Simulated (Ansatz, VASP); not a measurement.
**One calculation of Ca2P3, two programs**

Contents of INCAR:

```
ALGO = Normal
EDIFF = 1E-7
EDIFFG = -0.04
ENCUT = 600
GGA = PE
IBRION = 2
ISIF = 3
ISMEAR = 0
LASPH = T
LCHARG = F
LREAL = F
LWAVE = F
NELM = 60
NSW = 90
PREC = Accurate
SIGMA = 0.1
```

KPOINTS

```
k-points
0
Gamma
  4 4 4
```

File POSCAR:

```
Ca2P3
1.0
    7.4773878957      0.0000000000      0.0000000000
    0.0000000000      7.4773878957      0.0000000000
    0.0000000000      0.0000000000      3.9125999060
Ca P
4 6
Direct
    0.3562701867      0.8562701867      0.0000000000
    0.1437298133      0.3562701867      0.0000000000
    0.6437298133      0.1437298133      0.0000000000
    0.8562701867      0.6437298133      0.0000000000
    0.0000000000      0.0000000000      0.0000000000
    0.5000000000      0.5000000000      0.0000000000
    0.1716721096      0.6716721096      0.5000000000
    0.3283278904      0.1716721096      0.5000000000
    0.8283278904      0.3283278904      0.5000000000
    0.6716721096      0.8283278904      0.5000000000
```

Input for Ansatz:

```yaml
crystal:
  lattice:
    - [7.4773878957, 0.0, 0.0]
    - [0.0, 7.4773878957, 0.0]
    - [0.0, 0.0, 3.912599906]
  atoms:
    - { symbol: Ca, position: [0.3562701867, 0.8562701867, 0.0] }
    - { symbol: Ca, position: [0.1437298133, 0.3562701867, 0.0] }
    - { symbol: Ca, position: [0.6437298133, 0.1437298133, 0.0] }
    - { symbol: Ca, position: [0.8562701867, 0.6437298133, 0.0] }
    - { symbol: P, position: [0.0, 0.0, 0.0] }
    - { symbol: P, position: [0.5, 0.5, 0.0] }
    - { symbol: P, position: [0.1716721096, 0.6716721096, 0.5] }
    - { symbol: P, position: [0.3283278904, 0.1716721096, 0.5] }
    - { symbol: P, position: [0.8283278904, 0.3283278904, 0.5] }
    - { symbol: P, position: [0.6716721096, 0.8283278904, 0.5] }
basis:
  ecutwfc: 420
kpoints:
  mp_grid: { grid: [4, 4, 4] }
hamiltonian:
  xc: pbe
scf:
  occupations: { method: gaussian, width: 0.1 }
  lower_state_search: "off"
output:
  forces: true
  stress: true
  eigenvalues: true
relax:
  adjacent_minimum: "off"
  f_tol: 0.04
  max_steps: 70
  cell: { stress_tol: 0.4 }
```

Alike in both runs: task relaxation of cell and atoms; functional PBE; k mesh 4 × 4 × 4; occupations gaussian, width 0.1 eV; no spin polarisation.

|  | VASP | Ansatz |
| --- | --- | --- |
| version | VASP 6.6.1 | Ansatz 0.2.0 |
| potentials or method | VASP PAW PBE potentials, release 64 (Ca_sv, P), cutoff 600 eV | scalar-relativistic, plane waves, PAW |
| valence electrons in the cell | 70 | 70 |

VASP gave:

* gap on the k mesh at the Fermi level, each at its own relaxed structure (eV): none
* relaxed volume (Å³/atom): 21.99
* relaxed length of the cell vector where the two differ most in proportion (Å): 7.487

Task: Which values does Ansatz return?

Result: gap on the k mesh at the Fermi level, each at its own relaxed structure (eV): none; relaxed volume (Å³/atom): 21.91; relaxed length of the cell vector where the two differ most in proportion (Å): 7.470.

A gap of «none» marks a metal or a gap that the smearing closes.

The k mesh is coarse, so the values compare programs but aren't converged.
